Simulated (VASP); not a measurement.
# TiC (P1) in VASP: single point with PBE+D4

Aim: the single point of TiC with PBE+D4.

Program: VASP 6.6.1. These are calculated values, not measurements. Logs are shortened: lines on timing, memory, paths and dates and some standing lists are left out, and cuts for length are marked.

## Step 1: The cell of the first run

The typed cell holds 2 atoms: a = 3.063 Å, b = 3.063 Å, c = 3.063 Å, α = 60.00°, β = 60.00°, γ = 60.00°.

## Step 2: Single point, PBE+D4 (atoms moved at random)

Input file INCAR:

```
SYSTEM = TiC
ALGO = Normal
EDIFF = 1E-6
ENCUT = 520
GGA = PE
ISIF = 2
ISMEAR = -5
IVDW = 13
LASPH = .True.
LCHARG = .False.
LREAL = .False.
LWAVE = .False.
NBANDS = 15
NELM = 60
PREC = Accurate
SIGMA = 0.05
```

Input file KPOINTS:

```
k-points
0
Gamma
  11 11 11
  0 0 0
```

Input file POSCAR:

```
TiC
1.0
    0.0000000000      2.1657188437      2.1657188437
    2.1657188437      0.0000000000      2.1657188437
    2.1657188437      2.1657188437      0.0000000000
Ti C
1 1
Direct
    0.0384390000     -0.0574990000     -0.0242840000
    0.4319240000      0.5161640000      0.5278740000
```

Potentials or basis: VASP PAW PBE potentials, release 64 (Ti_sv, C).

On the command line:

```bash
$ cat potpaw_PBE.64/Ti_sv/POTCAR potpaw_PBE.64/C/POTCAR > POTCAR
$ mpirun -np 1 vasp_std > vasp.out
```

OUTCAR:

```text
SYSTEM = TiC
   EDIFF = 1E-6
   ENCUT = 520
   GGA = PE
   ISIF = 2
   ISMEAR = -5
   IVDW = 13
   LASPH = .True.
   LREAL = .False.
   NELM = 60
   PREC = Accurate

 ion  position               nearest neighbor table
   1  0.038  0.943  0.976-   2 1.90   2 2.07   2 2.12   2 2.26   2 2.30   2 2.44
   2  0.432  0.516  0.528-   1 1.90   1 2.07   1 2.12   1 2.26   1 2.30   1 2.44

  LATTYP: Found a face centered cubic cell.
 ALAT       =     4.3314376874

  Lattice vectors:

 A1 = (   0.0000000000,   2.1657188437,   2.1657188437)
 A2 = (   2.1657188437,   0.0000000000,   2.1657188437)
 A3 = (   2.1657188437,   2.1657188437,   0.0000000000)

Analysis of symmetry for initial positions (statically):
=====================================================================
 Subroutine PRICEL returns:
 Original cell was already a primitive cell.

 Routine SETGRP: Setting up the symmetry group for a
 face centered cubic supercell.

 Subroutine GETGRP returns: Found  1 space group operations
 (whereof  1 operations were pure point group operations)
 out of a pool of 48 trial point group operations.

The static configuration has the point symmetry C_1 .

Analysis of symmetry for dynamics (positions and initial velocities):
=====================================================================
 Subroutine PRICEL returns:
 Original cell was already a primitive cell.

 Routine SETGRP: Setting up the symmetry group for a
 face centered cubic supercell.

 Subroutine GETGRP returns: Found  1 space group operations
 (whereof  1 operations were pure point group operations)
 out of a pool of 48 trial point group operations.

The dynamic configuration has the point symmetry C_1 .

 Subroutine INISYM returns: Found  1 space group operations
 (whereof  1 operations are pure point group operations),
 and found     1 'primitive' translations

----------------------------------------------------------------------------------------

                                     Primitive cell

  volume of cell :      20.3159

  direct lattice vectors                    reciprocal lattice vectors
     0.000000000  2.165718844  2.165718844    -0.230870227  0.230870227  0.230870227
     2.165718844  0.000000000  2.165718844     0.230870227 -0.230870227  0.230870227
     2.165718844  2.165718844  0.000000000     0.230870227  0.230870227 -0.230870227

  length of vectors
     3.062788961  3.062788961  3.062788961     0.399878962  0.399878962  0.399878962

  position of ions in fractional coordinates (direct lattice)
     0.038439000  0.942501000  0.975716000
     0.431924000  0.516164000  0.527874000

  ion indices of the primitive-cell ions
[... 91 lines left out ...]
   EFERMI =   0.00;   METHOD = LEGACY
   ISMEAR =    -5;   SIGMA  =   0.05  broadening in eV -4-tet -1-fermi 0-gaus
   EFERMI_NEDOS =   21; number of points for ismear=-14 and -15
   IALGO  =     38    algorithm
   IMIX   =      4    mixing-type and parameters
     AMIX     =   0.40;   BMIX     =  1.00
     AMIX_MAG =   1.60;   BMIX_MAG =  1.00
  volume/ion in A,a.u.               =      10.16        68.55
  Fermi-wavevector in a.u.,A,eV,Ry     =   1.511829  2.856943 31.097854  2.285628
  Thomas-Fermi vector in A             =   2.621834
   LORBIT       =      0    0 simple, 1 ext, 2 COOP (PROOUT), +10 PAW based schemes
   GGA     = PE    functional components
   LHFCALC =     F    Hartree Fock is set to
   AEXX    =    0.0000 exact exchange contribution
   IVDW    =    13    specifies the selected vdW correction
   LEPSILON=     F    determine dielectric tensor
   LRPA    =     F    only Hartree local field effects (RPA)
 non-spin polarized calculation
 Fermi weights with tetrahedron method with Bloechl corrections
  energy-cutoff  :      520.00
  volume of cell :       20.32
 maximum number of plane-waves:       560
   NGX = 11   NGY = 11   NGZ = 11

 number of electron      16.0000000 magnetization

 Free energy of the ion-electron system (eV)
  ---------------------------------------------------
  ext. energy  EPLUGINS =         0.00000000
  ---------------------------------------------------
  free energy    TOTEN  =       -18.28345432 eV

  energy without entropy =      -18.28345432  energy(sigma->0) =      -18.28345432

 E-fermi :   9.3504     XC(G=0): -12.6488

 val. band max:        9.3446191562   @ k =   0.0000  -0.0909   0.0909
 cond. band min:       9.3859016668   @ k =   0.0000   0.2727   0.2727
 fundamental gap:      0.0412825107
 Fermi energy:         9.3504080057

 k-point     1 :       0.0000    0.0000    0.0000
  band No.  band energies     occupation
      1     -47.1360      2.00000
      2     -23.1832      2.00000
      3     -23.1763      2.00000
      4     -23.1740      2.00000
      5      -2.9039      2.00000
      6       8.6519      2.00000
      7       8.7835      2.00000
      8       8.9862      2.00000
      9      10.1302      0.00000
     10      10.9447      0.00000
     11      12.7844      0.00000
     12      13.0143      0.00000
     13      13.9160      0.00000
     14      19.4928      0.00000
[... 401 lines left out ...]
      2     -23.2163      2.00000
      3     -23.1954      2.00000
      4     -23.1883      2.00000
      5      -2.6627      2.00000
      6       7.8922      2.00000
      7       8.5272      2.00000
      8       9.1840      2.00000
      9      10.2091      0.00000
     10      10.6315      0.00000
     11      12.7083      0.00000
     12      13.2866      0.00000
     13      14.7733      0.00000
     14      19.9691      0.00000
     15      23.2960      0.00000

 [... further k-points ...]

------------------------ aborting loop because EDIFF is reached ----------------------------------------

  DFT-D4 for vdW energy calculation

  Edisp (eV):   -0.55731

  FORCE on cell =-STRESS in cart. coord.  units (eV):
  Direction    XX          YY          ZZ          XY          YZ          ZX
  --------------------------------------------------------------------------------------
  -------------------------------------------------------------------------------------
  Total       2.76650     0.09773    -0.25263     0.47289    -0.13683     0.29805
  in kB     218.17511     7.70724   -19.92284    37.29333   -10.79098    23.50531
  external pressure =       68.65 kB  Pullay stress =        0.00 kB

 VOLUME and BASIS-vectors are now :
 -----------------------------------------------------------------------------
  energy-cutoff  :      520.00
  volume of cell :       20.32
      direct lattice vectors                 reciprocal lattice vectors
     0.000000000  2.165718844  2.165718844    -0.230870227  0.230870227  0.230870227
     2.165718844  0.000000000  2.165718844     0.230870227 -0.230870227  0.230870227
     2.165718844  2.165718844  0.000000000     0.230870227  0.230870227 -0.230870227

 POSITION                                       TOTAL-FORCE (eV/Angst)
 -----------------------------------------------------------------------------------
      4.15432      2.19637      2.12444         2.864675     -0.768534     -0.406732
      2.26109      2.07865      2.05329        -2.864675      0.768534      0.406732
 -----------------------------------------------------------------------------------
    total drift:                                0.000232     -0.000165     -0.000017

  FREE ENERGIE OF THE ION-ELECTRON SYSTEM (eV)
  ---------------------------------------------------
  free  energy   TOTEN  =       -18.8407682770 eV

  energy  without entropy=      -18.8407682770  energy(sigma->0) =      -18.84076828
```

OSZICAR:

```text
N       E                     dE             d eps       ncg     rms          rms(c)
DAV:   1     0.111686432822E+03    0.11169E+03   -0.73540E+03 20043   0.126E+03
DAV:   2    -0.158155145641E+02   -0.12750E+03   -0.11874E+03 21128   0.331E+02
DAV:   3    -0.236931770250E+02   -0.78777E+01   -0.77675E+01 29168   0.769E+01
DAV:   4    -0.238859092163E+02   -0.19273E+00   -0.19253E+00 23715   0.116E+01
DAV:   5    -0.238909296055E+02   -0.50204E-02   -0.50199E-02 27131   0.162E+00    0.193E+01
DAV:   6    -0.187662782690E+02    0.51247E+01   -0.11890E+01 30131   0.569E+01    0.659E+00
DAV:   7    -0.183052608547E+02    0.46102E+00   -0.20733E+00 23209   0.206E+01    0.514E+00
DAV:   8    -0.182788794030E+02    0.26381E-01   -0.12990E-01 23975   0.451E+00    0.268E+00
DAV:   9    -0.182851001188E+02   -0.62207E-02   -0.59306E-02 28579   0.273E+00    0.647E-01
DAV:  10    -0.182840204344E+02    0.10797E-02   -0.79440E-03 25691   0.127E+00    0.365E-01
DAV:  11    -0.182834862145E+02    0.53422E-03   -0.12133E-03 24257   0.495E-01    0.535E-02
DAV:  12    -0.182834575006E+02    0.28714E-04   -0.96453E-05 22622   0.112E-01    0.172E-02
DAV:  13    -0.182834547046E+02    0.27959E-05   -0.80167E-06 25237   0.311E-02    0.675E-03
DAV:  14    -0.182834543202E+02    0.38444E-06   -0.13205E-07 15653   0.452E-03
   1 F= -.18840768E+02 E0= -.18840768E+02  d E =0.000000E+00
```

stdout:

```text
POSCAR found type information on POSCAR TiC
 POSCAR found :  2 types and       2 ions
 scaLAPACK will be used
 LDA part: xc-table for (Slater+PW92), standard interpolation
 POSCAR, INCAR and KPOINTS ok, starting setup
 FFT: planning ... GRIDC
 FFT: planning ... GRID_SOFT
 FFT: planning ... GRID
 WAVECAR not read
 entering main loop
```

It took 99 s on 1 thread of Intel Xeon Platinum 8559C (Emerald Rapids), shared host; peak memory 0.33 GiB.

What came out:

```yaml
Free_energy: -18.8408 eV
Pressure: 6.9 GPa
Largest_force: 2.994 eV/Å
Band_gap_on_the_k_mesh: 0.04 eV, indirect (least direct gap 0.47 eV)
Dispersion_energy_per_atom: -0.279 eV
```

Forces on the atoms (eV/Å):
```
Ti   2.865 -0.769 -0.407
C   -2.865  0.769  0.407
```

Stress tensor (GPa, compression positive):
```
21.82  3.73  2.35
 3.73  0.77 -1.08
 2.35 -1.08 -1.99
```

Caveat: the cell differs from its parent crystal (atoms moved at random); forces of over 1 eV/Å act on the atoms, so gaps and moduli don't describe the material at rest. A k mesh can miss the band edges.
